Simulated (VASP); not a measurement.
# Si8HC in VASP: a series of runs

The runs below take Si8HC through single point, with PBE.

Everything below comes from runs of VASP 6.6.1. Logs are shortened: lines on timing, memory, paths and dates and some standing lists are left out, and cuts for length are marked.

## Step 1: The cell of the first run

The cell holds a slab with vacuum, 10 atoms: a = 3.851 Å, b = 3.851 Å, c = 26.846 Å, α = 90.00°, β = 90.00°, γ = 120.00°.

## Step 2: Single point, PBE, collinear spin, ferromagnetic start

File INCAR:

```
SYSTEM = Si8HC
PREC = Accurate ; ENCUT = 520
EDIFF = 1E-6 ; ISMEAR = 0
SIGMA = 0.05 ; LREAL = .FALSE.
LASPH = .TRUE. ; NELM = 150
ALGO = Normal ; ISIF = 2
LWAVE = .FALSE. ; LCHARG = .TRUE.
ISPIN = 2 ; MAGMOM = 0 0 0 0 0 0 0 0 1 0
LORBIT = 11 ; LDIPOL = .TRUE.
IDIPOL = 3 ; DIPOL = 0.5 0.5 0.396
GGA = PE ; LELF = .TRUE.
LVHAR = .TRUE. ; LVACPOTAV = .TRUE.
NBANDS = 34
```

File KPOINTS:

```
Automatic mesh
0
G
  9 9 1
  0 0 0
```

File POSCAR:

```
Si8HC
1.0
    3.8510821442      0.0000000000      0.0000000000
   -1.9255410721      3.3351349689      0.0000000000
    0.0000000000      0.0000000000     26.8458746172
Si C H
8 1 1
Direct
    0.6666666667      0.3333333333      0.1489986844
    0.3333333333      0.6666666667      0.1788388461
    0.3333333333      0.6666666667      0.2675398281
    0.6666666667      0.3333333333      0.2973799898
    0.6666666667      0.3333333333      0.3858904280
    0.3333333333      0.6666666667      0.4151444499
    0.3333333333      0.6666666667      0.5054874222
    0.6666666667      0.3333333333      0.5306541441
    0.6666666667      0.3333333333      0.5969773747
    0.6666666667      0.3333333333      0.6373098100
```

Potentials or basis: VASP PAW PBE potentials, release 64 (Si, C, H).

On the command line:

```bash
cat potpaw_PBE.64/Si/POTCAR potpaw_PBE.64/C/POTCAR potpaw_PBE.64/H/POTCAR > POTCAR
mpirun -np 1 vasp_std > vasp.out
```

OUTCAR:

```text
SYSTEM = Si8HC
   PREC = Accurate
   ENCUT = 520
   EDIFF = 1E-6
   ISMEAR = 0
   LREAL = .FALSE.
   LASPH = .TRUE.
   NELM = 150
   ISIF = 2
   ISPIN = 2
   LORBIT = 11
   GGA = PE

 ion  position               nearest neighbor table
   1  0.667  0.333  0.149-   2 2.36   2 2.36   2 2.36
   2  0.333  0.667  0.179-   1 2.36   1 2.36   1 2.36   3 2.38
   3  0.333  0.667  0.268-   4 2.36   4 2.36   4 2.36   2 2.38
   4  0.667  0.333  0.297-   3 2.36   3 2.36   3 2.36   5 2.38
   5  0.667  0.333  0.386-   6 2.36   6 2.36   6 2.36   4 2.38
   6  0.333  0.667  0.415-   5 2.36   5 2.36   5 2.36   7 2.43
   7  0.333  0.667  0.505-   8 2.32   8 2.32   8 2.32   6 2.43
   8  0.667  0.333  0.531-   9 1.78   7 2.32   7 2.32   7 2.32
   9  0.667  0.333  0.597-  10 1.08   8 1.78
  10  0.667  0.333  0.637-   9 1.08

  LATTYP: Found a hexagonal cell.
 ALAT       =     3.8510821442
 C/A-ratio  =     6.9709950637

  Lattice vectors:

 A1 = (   3.8510821442,   0.0000000000,   0.0000000000)
 A2 = (  -1.9255410721,   3.3351349689,   0.0000000000)
 A3 = (   0.0000000000,   0.0000000000,  26.8458746172)

Analysis of symmetry for initial positions (statically):
=====================================================================
 Subroutine PRICEL returns:
 Original cell was already a primitive cell.

 Routine SETGRP: Setting up the symmetry group for a
 hexagonal supercell.

 Subroutine GETGRP returns: Found  6 space group operations
 (whereof  6 operations were pure point group operations)
 out of a pool of 24 trial point group operations.

The static configuration has the point symmetry C_3v.

Analysis of symmetry for dynamics (positions and initial velocities):
=====================================================================
 Subroutine PRICEL returns:
 Original cell was already a primitive cell.

 Routine SETGRP: Setting up the symmetry group for a
 hexagonal supercell.

 Subroutine GETGRP returns: Found  6 space group operations
 (whereof  6 operations were pure point group operations)
 out of a pool of 24 trial point group operations.

The dynamic configuration has the point symmetry C_3v.

Analysis of structural, dynamic, and magnetic symmetry:
=====================================================================
 Subroutine PRICEL returns:
 Original cell was already a primitive cell.

 Routine SETGRP: Setting up the symmetry group for a
 hexagonal supercell.

 Subroutine GETGRP returns: Found  6 space group operations
 (whereof  6 operations were pure point group operations)
 out of a pool of 24 trial point group operations.

The overall configuration has the point symmetry C_3v.

 Subroutine INISYM returns: Found  6 space group operations
 (whereof  6 operations are pure point group operations),
 and found     1 'primitive' translations

----------------------------------------------------------------------------------------

                                     Primitive cell

  volume of cell :     344.8052

  direct lattice vectors                    reciprocal lattice vectors
     3.851082144  0.000000000  0.000000000     0.259667273  0.149918970  0.000000000
    -1.925541072  3.335134969  0.000000000     0.000000000  0.299837940  0.000000000
     0.000000000  0.000000000 26.845874617     0.000000000  0.000000000  0.037249671

  length of vectors
     3.851082144  3.851082144 26.845874617     0.299837940  0.299837940  0.037249671

  position of ions in fractional coordinates (direct lattice)
     0.666666667  0.333333333  0.148998684
     0.333333333  0.666666667  0.178838846
     0.333333333  0.666666667  0.267539828
     0.666666667  0.333333333  0.297379990
     0.666666667  0.333333333  0.385890428
     0.333333333  0.666666667  0.415144450
     0.333333333  0.666666667  0.505487422
     0.666666667  0.333333333  0.530654144
     0.666666667  0.333333333  0.596977375
     0.666666667  0.333333333  0.637309810

  ion indices of the primitive-cell ions
   primitive index   ion index
                 1           1
                 2           2
                 3           3
                 4           4
                 5           5
                 6           6
                 7           7
                 8           8
                 9           9
                10          10

----------------------------------------------------------------------------------------

 KPOINTS: Automatic mesh

Automatic generation of k-mesh.
 Grid dimensions read from file:
 generate k-points for:    9    9    1

 Generating k-lattice:

  Cartesian coordinates                     Fractional coordinates (reciprocal lattice)
     0.028851919  0.016657663  0.000000000     0.111111111  0.000000000  0.000000000
     0.000000000  0.033315327  0.000000000     0.000000000  0.111111111  0.000000000
     0.000000000  0.000000000  0.037249671     0.000000000  0.000000000  1.000000000

  Length of vectors
     0.033315327  0.033315327  0.037249671

  Shift w.r.t. Gamma in fractional coordinates (k-lattice)
     0.000000000  0.000000000  0.000000000

 Subroutine IBZKPT returns following result:
 ===========================================

 Found     12 irreducible k-points:

 Following reciprocal coordinates:
            Coordinates               Weight
  0.000000  0.000000  0.000000      1.000000
  0.111111 -0.000000  0.000000      6.000000
  0.222222 -0.000000  0.000000      6.000000
  0.333333  0.000000  0.000000      6.000000
  0.444444 -0.000000  0.000000      6.000000
  0.111111  0.111111  0.000000      6.000000
  0.222222  0.111111  0.000000     12.000000
  0.333333  0.111111  0.000000     12.000000
  0.444444  0.111111  0.000000      6.000000
  0.222222  0.222222  0.000000      6.000000
  0.333333  0.222222  0.000000     12.000000
  0.333333  0.333333  0.000000      2.000000
   k-points           NKPTS =     12   k-points in BZ     NKDIM =     12   number of bands    NBANDS=     34
   number of dos      NEDOS =    301   number of ions     NIONS =     10
   total plane-waves  NPLWV = 180000
   dimension x,y,z NGX =    30 NGY =   30 NGZ =  200
   dimension x,y,z NGXF=    60 NGYF=   60 NGZF=  400
   ions per type =               8   1   1
   NGX,Y,Z   is equivalent  to a cutoff of  12.95, 12.95, 12.39 a.u.
   NGXF,Y,Z  is equivalent  to a cutoff of  25.90, 25.90, 24.77 a.u.
 SYSTEM =  Si8HC
   PREC   = accura    normal or accurate (medium, high low for compatibility)
   ISTART =      0    job   : 0-new  1-cont  2-samecut
   ICHARG =      2    charge: 1-file 2-atom 10-const
   ISPIN  =      2    spin polarized calculation?
   LNONCOLLINEAR =      F non collinear calculations
   LSORBIT =      F    spin-orbit coupling
   LASPH  =      T    aspherical Exc in radial PAW
   ENCUT  =  520.0 eV  38.22 Ry    6.18 a.u.   7.16  7.16 49.92*2*pi/ulx,y,z
   NELM   =    150;   NELMIN=  2; NELMDL= -5     # of ELM steps
   EDIFF  = 0.1E-05   stopping-criterion for ELM
   LREAL  =      F    real-space projection
   EDIFFG = 0.1E-04   stopping-criterion for IOM
   NSW    =      0    number of steps for IOM
   IBRION =     -1    ionic relax: 0-MD 1-quasi-New 2-CG
   NFREE  =      0    steps in history (QN), initial steepest desc. (CG)
   ISIF   =      2    stress and relaxation
   ISYM   =      2    0-nonsym 1-usesym 2-fastsym
   POTIM  = 0.5000    time-step for ionic-motion
   TEBEG  =    0.0;   TEEND  =   0.0 temperature during run
   PSTRESS=    0.0 pullay stress
   NELECT =      37.0000    total number of electrons
   NUPDOWN=      -1.0000    fix difference up-down
   EMIN   =  10.00;   EMAX   =-10.00  energy-range for DOS
   EFERMI =   0.00;   METHOD = LEGACY
   ISMEAR =     0;   SIGMA  =   0.05  broadening in eV -4-tet -1-fermi 0-gaus
   EFERMI_NEDOS =   21; number of points for ismear=-14 and -15
   IALGO  =     38    algorithm
   IMIX   =      4    mixing-type and parameters
     AMIX     =   0.40;   BMIX     =  1.00
     AMIX_MAG =   1.60;   BMIX_MAG =  1.00
  volume/ion in A,a.u.               =      34.48       232.69
  Fermi-wavevector in a.u.,A,eV,Ry     =   0.777948  1.470109  8.234298  0.605204
  Thomas-Fermi vector in A             =   1.880742
   LORBIT       =     11    0 simple, 1 ext, 2 COOP (PROOUT), +10 PAW based schemes
   GGA     = PE    functional components
   LHFCALC =     F    Hartree Fock is set to
   AEXX    =    0.0000 exact exchange contribution
   IVDW    =     0    specifies the selected vdW correction
   LEPSILON=     F    determine dielectric tensor
   LRPA    =     F    only Hartree local field effects (RPA)
 spin polarized calculation
 Gauss-broadening in eV      SIGMA  =   0.05
  energy-cutoff  :      520.00
  volume of cell :      344.81
 maximum number of plane-waves:      9345
 NGX is ok and might be reduce to    30
   NGX = 15   NGY = 15   NGZ = 99

 dipolmoment           0.000000      0.000000      0.022832 electrons x Angstroem

 number of electron      37.0000003 magnetization       2.8607671

 dipolmoment           0.000000      0.000000     -0.068467 electrons x Angstroem

 Free energy of the ion-electron system (eV)
  ---------------------------------------------------
  ext. energy  EPLUGINS =         0.00000000
  ---------------------------------------------------
  free energy    TOTEN  =       -50.90542548 eV

  energy without entropy =      -50.90276315  energy(sigma->0) =      -50.90409432

 E-fermi :   0.7547     XC(G=0):  -5.3624

 val. band max:        0.7500607830   @ k =   0.1111  -0.0000   0.0000
 cond. band min:       0.7577559325   @ k =   0.0000   0.0000   0.0000
 fundamental gap:      0.0076951495
 Fermi energy:         0.7546572954

 spin component 1

 k-point     1 :       0.0000    0.0000    0.0000
  band No.  band energies     occupation
      1     -12.0952      1.00000
      2     -11.0501      1.00000
      3     -10.4772      1.00000
      4      -9.7651      1.00000
      5      -9.1956      1.00000
      6      -6.1550      1.00000
[... 385 lines left out ...]
     29       6.4318      0.00000
     30       6.5909      0.00000
 Fermi energy:         0.7546572954

 spin component 2

 k-point     1 :       0.0000    0.0000    0.0000
  band No.  band energies     occupation
      1     -11.3697      1.00000
      2     -10.8494      1.00000
      3     -10.1679      1.00000
      4      -9.3273      1.00000
      5      -8.7761      1.00000
      6      -5.8812      1.00000
[... 385 lines left out ...]
     29       6.5628      0.00000
     30       6.6622      0.00000
 [bands above 30 left out]

------------------------ aborting loop because EDIFF is reached ----------------------------------------

  FORCE on cell =-STRESS in cart. coord.  units (eV):
  Direction    XX          YY          ZZ          XY          YZ          ZX
  --------------------------------------------------------------------------------------
  -------------------------------------------------------------------------------------
  Total        1.2844404      1.2844404      0.4929784      0.0000000      0.0000000      0.0000000
  in kB        5.9683021      5.9683021      2.2906814      0.0000000      0.0000000      0.0000000
  external PRESSURE =       4.7424285 kB  Pullay stress =       0.0000000 kB

 VOLUME and BASIS-vectors are now :
 -----------------------------------------------------------------------------
  energy-cutoff  :      520.00
  volume of cell :      344.81
      direct lattice vectors                 reciprocal lattice vectors
     3.851082144  0.000000000  0.000000000     0.259667273  0.149918970  0.000000000
    -1.925541072  3.335134969  0.000000000     0.000000000  0.299837940  0.000000000
     0.000000000  0.000000000 26.845874617     0.000000000  0.000000000  0.037249671

 POSITION                                       TOTAL-FORCE (eV/Angst)
 -----------------------------------------------------------------------------------
      1.92554      1.11171      4.00000         0.000000      0.000000      0.416295
     -0.00000      2.22342      4.80109        -0.000000     -0.000000     -0.540177
     -0.00000      2.22342      7.18234        -0.000000      0.000000      0.127456
      1.92554      1.11171      7.98343        -0.000000      0.000000     -0.076428
      1.92554      1.11171     10.35957         0.000000     -0.000000     -0.100991
     -0.00000      2.22342     11.14492         0.000000     -0.000000      0.346274
     -0.00000      2.22342     13.57025         0.000000     -0.000000     -1.129030
      1.92554      1.11171     14.24587        -0.000000      0.000000      0.944317
      1.92554      1.11171     16.02638        -0.000000     -0.000000      0.001151
      1.92554      1.11171     17.10914        -0.000000     -0.000000      0.011131
 -----------------------------------------------------------------------------------
    total drift:                               -0.000000      0.000000      0.000208

  FREE ENERGIE OF THE ION-ELECTRON SYSTEM (eV)
  ---------------------------------------------------
  free  energy   TOTEN  =       -50.9054254789 eV

  energy  without entropy=      -50.9027631536  energy(sigma->0) =      -50.90409432

 vacuum level on the upper side and lower side of the slab         4.508         5.471

 total charge

# of ion       s       p       d       tot
------------------------------------------
    1        0.792   0.848   0.000   1.640
    2        0.754   0.914   0.000   1.668
    3        0.757   0.916   0.000   1.673
    4        0.753   0.926   0.000   1.678
    5        0.752   0.929   0.000   1.681
    6        0.753   0.922   0.000   1.675
    7        0.762   0.943   0.000   1.705
    8        0.732   0.979   0.000   1.711
    9        0.880   1.487   0.000   2.367
   10        0.622   0.052   0.000   0.673
--------------------------------------------------
tot          7.556   8.916   0.000  16.472

 magnetization (x)

# of ion       s       p       d       tot
------------------------------------------
    1        0.038   0.188   0.000   0.226
    2        0.003   0.017   0.000   0.021
    3        0.010   0.041   0.000   0.052
    4        0.004   0.017   0.000   0.022
    5        0.003   0.014   0.000   0.017
    6        0.005   0.019   0.000   0.024
    7        0.024   0.064   0.000   0.089
    8       -0.008  -0.036   0.000  -0.044
    9        0.050   0.754   0.000   0.804
   10       -0.025   0.013   0.000  -0.011
--------------------------------------------------
tot          0.105   1.093   0.000   1.198
```

Wall time 18 min (1 thread of Intel Xeon Platinum 8488C (Sapphire Rapids), shared host); peak memory 0.69 GiB.

Results:

```
Free energy                                           : -50.9054 eV
Largest force                                         : 1.129 eV/Å
Net moment                                            : 2.86 μB per cell
Site moments                                          : Si +0.23, +0.02, +0.05, +0.09, -0.04; C +0.80; H -0.01 μB
Valence electrons inside the program's atomic spheres : Si 1.64, 1.67, 1.68, 1.71; C 2.37; H 0.67
```

Forces on the atoms (eV/Å):
```
Si   0.000  0.000  0.416
Si   0.000  0.000 -0.540
Si   0.000  0.000  0.127
Si   0.000  0.000 -0.076
Si   0.000  0.000 -0.101
Si   0.000  0.000  0.346
Si   0.000  0.000 -1.129
Si   0.000  0.000  0.944
C    0.000  0.000  0.001
H    0.000  0.000  0.011
```

Levels at points of the mesh, in eV from the Fermi level:
Spin up:
| k point | band 18 | band 19 | band 20 | band 21 | band 22 | band 23 |
| --- | --- | --- | --- | --- | --- | --- |
| (0.00, 0.00, 0.00) | -0.13 | 0.14 | 0.14 | 1.01 | 1.49 | 2.07 |
Spin down:
| k point | band 13 | band 14 | band 15 | band 16 | band 17 | band 18 | band 19 | band 20 | band 21 | band 22 |
| --- | --- | --- | --- | --- | --- | --- | --- | --- | --- | --- |
| (0.00, 0.00, 0.00) | -1.07 | -0.56 | -0.56 | 0.00 | 0.00 | 0.56 | 1.08 | 1.63 | 1.68 | 1.68 |

## Step 3: Single point, PBE, collinear spin, ferromagnetic start

File INCAR:

```
SYSTEM = Si8HC
ALGO = Normal
DIPOL = 0.5 0.5 0.387
EDIFF = 1E-6
ENCUT = 520
GGA = PE
IDIPOL = 3
ISIF = 2
ISMEAR = 0
ISPIN = 2
LASPH = .TRUE.
LCHARG = .TRUE.
LDIPOL = .TRUE.
LELF = .TRUE.
LORBIT = 11
LREAL = .FALSE.
LVACPOTAV = .TRUE.
LVHAR = .TRUE.
LWAVE = .FALSE.
MAGMOM = 0 0 0 0 0 0 0 0 1 0
NBANDS = 34
NELM = 150
PREC = Accurate
SIGMA = 0.05
```

File KPOINTS:

```
k-points
0
G
  9 9 1
  0 0 0
```

POSCAR, as its differences from that of step 2:

```diff
@@ -16,3 +16,3 @@
     0.6666666667      0.3333333333      0.5306541441
-    0.6666666667      0.3333333333      0.5969773747
-    0.6666666667      0.3333333333      0.6373098100
+    1.0000000000      1.0000000000      0.5474467039
+    1.0000000000      1.0000000000      0.5890737528
```

Potentials or basis: VASP PAW PBE potentials, release 64 (Si, C, H).

On the command line:

```bash
cat potpaw_PBE.64/Si/POTCAR potpaw_PBE.64/C/POTCAR potpaw_PBE.64/H/POTCAR > POTCAR
mpirun -np 1 vasp_std > vasp.out
```

Run time: 18 min. Hardware: 1 thread of Intel Xeon Platinum 8488C (Sapphire Rapids), shared host; peak memory 0.69 GiB.

Results (log left out):

```
Free energy                                           : -50.2085 eV
Largest force                                         : 0.682 eV/Å
Net moment                                            : 0.00 μB per cell
Valence electrons inside the program's atomic spheres : Si 1.64, 1.67, 1.66, 1.63; C 2.28; H 0.65
```

Forces on the atoms (eV/Å):
```
Si   0.000  0.000  0.617
Si   0.000  0.000 -0.682
Si   0.000  0.000  0.138
Si   0.000  0.000 -0.072
Si   0.000  0.000  0.011
Si   0.000  0.000  0.003
Si   0.000  0.000 -0.369
Si   0.000  0.000  0.334
C    0.000  0.000 -0.003
H    0.000  0.000  0.022
```

Levels at points of the mesh, in eV from the Fermi level:
Spin up:
```
           k point  band 14  band 15  band 16  band 17  band 18  band 19  band 20  band 21  band 22  band 23
(0.00, 0.00, 0.00)    -1.15    -1.15    -0.59    -0.59    -0.03     0.01     0.01     1.02     1.30     1.67
```
Spin down:
```
           k point  band 14  band 15  band 16  band 17  band 18  band 19  band 20  band 21  band 22  band 23
(0.00, 0.00, 0.00)    -1.15    -1.15    -0.59    -0.59    -0.03     0.01     0.01     1.02     1.30     1.67
```

## Step 4: Single point, PBE, collinear spin, ferromagnetic start

File INCAR:

```
  ALGO = Normal
  DIPOL = 0.5 0.5 0.392
  EDIFF = 1E-7
  ENCUT = 520
  GGA = PE
  IDIPOL = 3
  ISIF = 2
  ISMEAR = 0
  ISPIN = 2
  LASPH = T
  LCHARG = T
  LDIPOL = T
  LELF = T
  LORBIT = 11
  LREAL = F
  LVACPOTAV = T
  LVHAR = T
  LWAVE = F
  MAGMOM = 0 0 0 0 0 0 0 0 1 0
  NBANDS = 34
  NELM = 150
  PREC = Accurate
  SIGMA = 0.05
```

File KPOINTS:

```
k-points
0
Gamma
  9 9 1
```

POSCAR, as its differences from that of step 3:

```diff
@@ -16,3 +16,3 @@
     0.6666666667      0.3333333333      0.5306541441
-    1.0000000000      1.0000000000      0.5474467039
-    1.0000000000      1.0000000000      0.5890737528
+    1.3333333333      0.6666666667      0.5722381382
+    1.3333333333      0.6666666667      0.6129227900
```

On the command line:

```bash
cat potpaw_PBE.64/Si/POTCAR potpaw_PBE.64/C/POTCAR potpaw_PBE.64/H/POTCAR > POTCAR
mpirun -np 1 vasp_std > vasp.out
```

Wall time 33 min (1 thread of AMD EPYC 7R13, shared host); peak memory 0.66 GiB.

The run converged. Its results:

```
Free energy                                           : -49.9802 eV
Largest force                                         : 1.190 eV/Å
Net moment                                            : 0.00 μB per cell
Valence electrons inside the program's atomic spheres : Si 1.64, 1.66, 1.68, 1.67, 1.61; C 2.37; H 0.66
```

Forces in eV/Å, atoms in the order of the input:
```
Si   0.000  0.000  0.604
Si   0.000  0.000 -0.701
Si   0.000  0.000  0.198
Si   0.000  0.000 -0.178
Si   0.000  0.000  0.005
Si   0.000  0.000  0.121
Si   0.000  0.000 -1.190
Si   0.000  0.000  1.153
C    0.000  0.000 -0.023
H    0.000  0.000  0.010
```

Levels at points of the mesh, in eV from the Fermi level:
Spin up:
```csv
k point,band 15,band 16,band 17,band 18,band 19,band 20,band 21,band 22
"(0.00, 0.00, 0.00)",-0.64,-0.22,0.01,0.01,0.78,1.14,1.14,1.32
```
Spin down:
| k point | band 16 | band 17 | band 18 | band 19 | band 20 | band 21 |
| --- | --- | --- | --- | --- | --- | --- |
| (0.00, 0.00, 0.00) | -0.22 | 0.01 | 0.01 | 0.78 | 1.14 | 1.14 |
